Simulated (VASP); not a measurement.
# Pb (Fm-3m) in VASP: a series of runs

Pb is run at these levels: PBE; tasks: single point.

Program: VASP 6.6.1. These are calculated values, not measurements. Logs are shortened: lines on timing, memory, paths and dates and some standing lists are left out, and cuts for length are marked.

**1. The cell of the first run**

Symmetry: Fm-3m, No. 225, cubic system. Conventional cell: a = 4.886 Å, b = 4.886 Å, c = 4.886 Å, α = 90.00°, β = 90.00°, γ = 90.00°. Pb (site symmetry m-3m) has 12 Pb at 3.45 Å within 4.5 Å.

**2. Single point, PBE (volume scaled by 0.91)**

Contents of INCAR:

```
SYSTEM = Pb
ALGO = Normal
EDIFF = 1E-6
ENCUT = 520
GGA = PE
ISIF = 2
ISMEAR = 0
LASPH = .TRUE.
LCHARG = .TRUE.
LELF = .TRUE.
LREAL = .FALSE.
LVHAR = .TRUE.
LWAVE = .FALSE.
NBANDS = 13
NELM = 100
PREC = Accurate
SIGMA = 0.1
```

Contents of KPOINTS:

```
k-points
0
G
  14 14 14
  0 0 0
```

Contents of POSCAR:

```
Pb
1.0
    0.0000000000      2.4429783329      2.4429783329
    2.4429783329      0.0000000000      2.4429783329
    2.4429783329      2.4429783329      0.0000000000
Pb
1
Direct
    0.0000000000      0.0000000000      0.0000000000
```

Potentials or basis: VASP PAW PBE potentials, release 64 (Pb_d).

Command:

```
$ cat potpaw_PBE.64/Pb_d/POTCAR > POTCAR
$ mpirun -np 1 vasp_std > vasp.out
```

OUTCAR:

```text
SYSTEM = Pb
   EDIFF = 1E-6
   ENCUT = 520
   GGA = PE
   ISIF = 2
   ISMEAR = 0
   LASPH = .TRUE.
   LREAL = .FALSE.
   NELM = 100
   PREC = Accurate

 ion  position               nearest neighbor table
   1  0.000  0.000  0.000-

  LATTYP: Found a face centered cubic cell.
 ALAT       =     4.8859566658

  Lattice vectors:

 A1 = (   0.0000000000,   2.4429783329,   2.4429783329)
 A2 = (   2.4429783329,   0.0000000000,   2.4429783329)
 A3 = (   2.4429783329,   2.4429783329,   0.0000000000)

Analysis of symmetry for initial positions (statically):
=====================================================================
 Subroutine PRICEL returns:
 Original cell was already a primitive cell.

 Routine SETGRP: Setting up the symmetry group for a
 face centered cubic supercell.

 Subroutine GETGRP returns: Found 48 space group operations
 (whereof 48 operations were pure point group operations)
 out of a pool of 48 trial point group operations.

The static configuration has the point symmetry O_h .

Analysis of symmetry for dynamics (positions and initial velocities):
=====================================================================
 Subroutine PRICEL returns:
 Original cell was already a primitive cell.

 Routine SETGRP: Setting up the symmetry group for a
 face centered cubic supercell.

 Subroutine GETGRP returns: Found 48 space group operations
 (whereof 48 operations were pure point group operations)
 out of a pool of 48 trial point group operations.

The dynamic configuration has the point symmetry O_h .

 Subroutine INISYM returns: Found 48 space group operations
 (whereof 48 operations are pure point group operations),
 and found     1 'primitive' translations

----------------------------------------------------------------------------------------

                                     Primitive cell

  volume of cell :      29.1601

  direct lattice vectors                    reciprocal lattice vectors
     0.000000000  2.442978333  2.442978333    -0.204668209  0.204668209  0.204668209
     2.442978333  0.000000000  2.442978333     0.204668209 -0.204668209  0.204668209
     2.442978333  2.442978333  0.000000000     0.204668209  0.204668209 -0.204668209

  length of vectors
     3.454893091  3.454893091  3.454893091     0.354495737  0.354495737  0.354495737

  position of ions in fractional coordinates (direct lattice)
     0.000000000  0.000000000  0.000000000

  ion indices of the primitive-cell ions
   primitive index   ion index
                 1           1

----------------------------------------------------------------------------------------

 KPOINTS: k-points

Automatic generation of k-mesh.
 Grid dimensions read from file:
 generate k-points for:   14   14   14

 Generating k-lattice:

  Cartesian coordinates                     Fractional coordinates (reciprocal lattice)
    -0.014619158  0.014619158  0.014619158     0.071428571  0.000000000  0.000000000
     0.014619158 -0.014619158  0.014619158     0.000000000  0.071428571  0.000000000
     0.014619158  0.014619158 -0.014619158     0.000000000  0.000000000  0.071428571

  Length of vectors
     0.025321124  0.025321124  0.025321124

  Shift w.r.t. Gamma in fractional coordinates (k-lattice)
     0.000000000  0.000000000  0.000000000

 Subroutine IBZKPT returns following result:
 ===========================================

 Found    104 irreducible k-points:

 Following reciprocal coordinates:
            Coordinates               Weight
  0.000000  0.000000  0.000000      1.000000
  0.071429  0.000000  0.000000      8.000000
  0.142857  0.000000  0.000000      8.000000
  0.214286  0.000000  0.000000      8.000000
  0.285714  0.000000  0.000000      8.000000
  0.357143  0.000000  0.000000      8.000000
[... 16 lines left out ...]
  0.214286  0.142857  0.000000     24.000000
  0.285714  0.142857  0.000000     24.000000
 [... further k-points ...]
   k-points           NKPTS =    104   k-points in BZ     NKDIM =    104   number of bands    NBANDS=     13
   number of dos      NEDOS =    301   number of ions     NIONS =      1
   total plane-waves  NPLWV =  21952
   dimension x,y,z NGX =    28 NGY =   28 NGZ =   28
   dimension x,y,z NGXF=    56 NGYF=   56 NGZF=   56
   ions per type =               1
   NGX,Y,Z   is equivalent  to a cutoff of  13.47, 13.47, 13.47 a.u.
   NGXF,Y,Z  is equivalent  to a cutoff of  26.95, 26.95, 26.95 a.u.
 SYSTEM =  Pb
   PREC   = accura    normal or accurate (medium, high low for compatibility)
   ISTART =      0    job   : 0-new  1-cont  2-samecut
   ICHARG =      2    charge: 1-file 2-atom 10-const
   ISPIN  =      1    spin polarized calculation?
   LNONCOLLINEAR =      F non collinear calculations
   LSORBIT =      F    spin-orbit coupling
   LASPH  =      T    aspherical Exc in radial PAW
   ENCUT  =  520.0 eV  38.22 Ry    6.18 a.u.   6.42  6.42  6.42*2*pi/ulx,y,z
   NELM   =    100;   NELMIN=  2; NELMDL= -5     # of ELM steps
   EDIFF  = 0.1E-05   stopping-criterion for ELM
   LREAL  =      F    real-space projection
   EDIFFG = 0.1E-04   stopping-criterion for IOM
   NSW    =      0    number of steps for IOM
   IBRION =     -1    ionic relax: 0-MD 1-quasi-New 2-CG
   NFREE  =      0    steps in history (QN), initial steepest desc. (CG)
   ISIF   =      2    stress and relaxation
   ISYM   =      2    0-nonsym 1-usesym 2-fastsym
   POTIM  = 0.5000    time-step for ionic-motion
   TEBEG  =    0.0;   TEEND  =   0.0 temperature during run
   PSTRESS=    0.0 pullay stress
   NELECT =      14.0000    total number of electrons
   NUPDOWN=      -1.0000    fix difference up-down
   EMIN   =  10.00;   EMAX   =-10.00  energy-range for DOS
   EFERMI =   0.00;   METHOD = LEGACY
   ISMEAR =     0;   SIGMA  =   0.10  broadening in eV -4-tet -1-fermi 0-gaus
   EFERMI_NEDOS =   21; number of points for ismear=-14 and -15
   IALGO  =     38    algorithm
   IMIX   =      4    mixing-type and parameters
     AMIX     =   0.40;   BMIX     =  1.00
     AMIX_MAG =   1.60;   BMIX_MAG =  1.00
  volume/ion in A,a.u.               =      29.16       196.78
  Fermi-wavevector in a.u.,A,eV,Ry     =   1.281901  2.422442 22.358056  1.643271
  Thomas-Fermi vector in A             =   2.414244
   LORBIT       =      0    0 simple, 1 ext, 2 COOP (PROOUT), +10 PAW based schemes
   GGA     = PE    functional components
   LHFCALC =     F    Hartree Fock is set to
   AEXX    =    0.0000 exact exchange contribution
   IVDW    =     0    specifies the selected vdW correction
   LEPSILON=     F    determine dielectric tensor
   LRPA    =     F    only Hartree local field effects (RPA)
 non-spin polarized calculation
 Gauss-broadening in eV      SIGMA  =   0.10
  energy-cutoff  :      520.00
  volume of cell :       29.16
 maximum number of plane-waves:       801
 NGX is ok and might be reduce to    28
   NGX = 13   NGY = 13   NGZ = 13

 number of electron      13.9999999 magnetization

 Free energy of the ion-electron system (eV)
  ---------------------------------------------------
  ext. energy  EPLUGINS =         0.00000000
  ---------------------------------------------------
  free energy    TOTEN  =        -3.53084045 eV

  energy without entropy =       -3.52887860  energy(sigma->0) =       -3.52985953

 E-fermi :   7.7882     XC(G=0): -10.3738

 val. band max:        7.7660548474   @ k =  -0.2857   0.2857   0.0714
 cond. band min:       7.8365926705   @ k =   0.3571   0.2143   0.0000
 fundamental gap:      0.0705378232
 Fermi energy:         7.7881639714

 k-point     1 :       0.0000    0.0000    0.0000
  band No.  band energies     occupation
      1      -9.3738      2.00000
      2      -9.3738      2.00000
      3      -9.3738      2.00000
      4      -9.2159      2.00000
      5      -9.2159      2.00000
      6      -4.2972      2.00000
      7      15.4605      0.00000
      8      15.4605      0.00000
      9      15.4605      0.00000
     10      17.5133      0.00000
     11      19.5707      0.00000
     12      20.5080      0.00000
     13      20.5080      0.00000

 k-point     2 :       0.0714    0.0000    0.0000
  band No.  band energies     occupation
      1      -9.3742      2.00000
      2      -9.3655      2.00000
      3      -9.3655      2.00000
      4      -9.2167      2.00000
      5      -9.2167      2.00000
      6      -4.1949      2.00000
      7      14.2203      0.00000
      8      15.3313      0.00000
      9      15.3313      0.00000
     10      17.3177      0.00000
     11      20.0552      0.00000
     12      20.7363      0.00000
     13      20.7363      0.00000

 k-point     3 :       0.1429    0.0000    0.0000
  band No.  band energies     occupation
      1      -9.3762      2.00000
      2      -9.3467      2.00000
      3      -9.3467      2.00000
      4      -9.2139      2.00000
      5      -9.2139      2.00000
      6      -3.8872      2.00000
      7      11.9698      0.00000
      8      15.0029      0.00000
      9      15.0029      0.00000
     10      17.0902      0.00000
     11      20.6776      0.00000
     12      21.2132      0.00000
     13      21.2825      0.00000
[... 305 lines left out ...]
 k-point    23 :       0.2143    0.1429    0.0000
  band No.  band energies     occupation
      1      -9.4201      2.00000
      2      -9.2947      2.00000
      3      -9.2864      2.00000
      4      -9.2607      2.00000
      5      -9.1727      2.00000
      6      -3.3754      2.00000
      7      11.1996      0.00000
      8      13.0656      0.00000
      9      13.4292      0.00000
     10      16.4658      0.00000
     11      17.4845      0.00000
     12      22.2840      0.00000
     13      23.0635      0.00000

 k-point    24 :       0.2857    0.1429    0.0000
  band No.  band energies     occupation
      1      -9.4214      2.00000
      2      -9.3097      2.00000
      3      -9.2776      2.00000
      4      -9.2316      2.00000
      5      -9.1389      2.00000
      6      -2.7990      2.00000
      7       9.0727      0.00000
      8      12.6299      0.00000
      9      12.9289      0.00000
     10      16.2638      0.00000
     11      17.9436      0.00000
     12      21.8914      0.00000
     13      22.3540      0.00000

 [... further k-points ...]
[... 5 lines left out ...]
  --------------------------------------------------------------------------------------
  -------------------------------------------------------------------------------------
  Total        0.8320426      0.8320426      0.8320426     -0.0000000     -0.0000000      0.0000000
  in kB       45.7159024     45.7159024     45.7159024     -0.0000000     -0.0000000      0.0000000
  external PRESSURE =      45.7159024 kB  Pullay stress =       0.0000000 kB

 VOLUME and BASIS-vectors are now :
 -----------------------------------------------------------------------------
  energy-cutoff  :      520.00
  volume of cell :       29.16
      direct lattice vectors                 reciprocal lattice vectors
     0.000000000  2.442978333  2.442978333    -0.204668209  0.204668209  0.204668209
     2.442978333  0.000000000  2.442978333     0.204668209 -0.204668209  0.204668209
     2.442978333  2.442978333  0.000000000     0.204668209  0.204668209 -0.204668209

 POSITION                                       TOTAL-FORCE (eV/Angst)
 -----------------------------------------------------------------------------------
      0.00000      0.00000      0.00000         0.000000      0.000000     -0.000000
 -----------------------------------------------------------------------------------
    total drift:                               -0.000000     -0.000000     -0.000000

  FREE ENERGIE OF THE ION-ELECTRON SYSTEM (eV)
  ---------------------------------------------------
  free  energy   TOTEN  =        -3.5308404543 eV

  energy  without entropy=       -3.5288786002  energy(sigma->0) =       -3.52985953
```

Wall time 15 s (1 thread of Intel Xeon 6975P-C (Granite Rapids), shared host); peak memory 0.18 GiB.

Results:

| Quantity | Value |
| --- | --- |
| Free energy | -3.5308 eV |
| Pressure | 4.6 GPa |
| Band gap on the k mesh | zero (band 7 reaches 15.46 eV, above the bottom of band 8 at 6.09 eV) |

Levels at points of the mesh, in eV from the Fermi level:
```
           k point  band 3  band 4  band 5  band 6  band 7  band 8  band 9  band 10  band 11  band 12
(0.00, 0.00, 0.00)  -17.16  -17.00  -17.00  -12.09    7.67    7.67    7.67     9.73    11.78    12.72
(0.50, 0.00, 0.00)  -17.15  -16.85  -16.85   -8.22   -4.46    5.74    5.74     9.20     9.77    11.38
(0.50, 0.50, 0.00)  -16.87  -16.82  -16.82   -6.72   -3.49    2.03    2.03     5.44     6.72    18.41
```

Caveat: spin-orbit coupling is left out, which moves the levels of the heavy elements.

**3. Single point, PBE (volume scaled by 0.94)**

Contents of INCAR:

```
SYSTEM = Pb
ALGO = Fast
EDIFF = 1E-7
ENCUT = 520
GGA = PE
ISIF = 2
ISMEAR = 0
LASPH = .TRUE.
LCHARG = .FALSE.
LREAL = .FALSE.
LWAVE = .FALSE.
NBANDS = 13
NELM = 60
PREC = Accurate
SIGMA = 0.1
```

KPOINTS is that of step 2.

Contents of POSCAR:

```
Pb
1.0
    0.0000000000      2.4695345258      2.4695345258
    2.4695345258      0.0000000000      2.4695345258
    2.4695345258      2.4695345258      0.0000000000
Pb
1
Direct
    0.0000000000      0.0000000000      0.0000000000
```

Potentials or basis: VASP PAW PBE potentials, release 64 (Pb_d).

Command:

```
$ cat potpaw_PBE.64/Pb_d/POTCAR > POTCAR
$ mpirun -np 1 vasp_std > vasp.out
```

Wall time 29 s (1 thread of Intel Xeon 6975P-C (Granite Rapids), shared host); peak memory 0.18 GiB.

Results (log left out):

| Quantity | Value |
| --- | --- |
| Free energy | -3.5531 eV |
| Pressure | 2.7 GPa |
| Band gap on the k mesh | zero (band 7 reaches 14.83 eV, above the bottom of band 8 at 5.79 eV) |

Levels at points of the mesh, in eV from the Fermi level:
| k point | band 3 | band 4 | band 5 | band 6 | band 7 | band 8 | band 9 | band 10 | band 11 | band 12 |
| --- | --- | --- | --- | --- | --- | --- | --- | --- | --- | --- |
| (0.00, 0.00, 0.00) | -17.12 | -16.98 | -16.98 | -11.84 | 7.43 | 7.43 | 7.43 | 9.72 | 11.38 | 12.49 |
| (0.50, 0.00, 0.00) | -17.11 | -16.84 | -16.84 | -8.18 | -4.28 | 5.58 | 5.58 | 9.20 | 9.48 | 11.20 |
| (0.50, 0.50, 0.00) | -16.85 | -16.80 | -16.80 | -6.75 | -3.34 | 2.01 | 2.01 | 5.36 | 6.63 | 18.25 |

Caveat: spin-orbit coupling is left out, which moves the levels of the heavy elements.
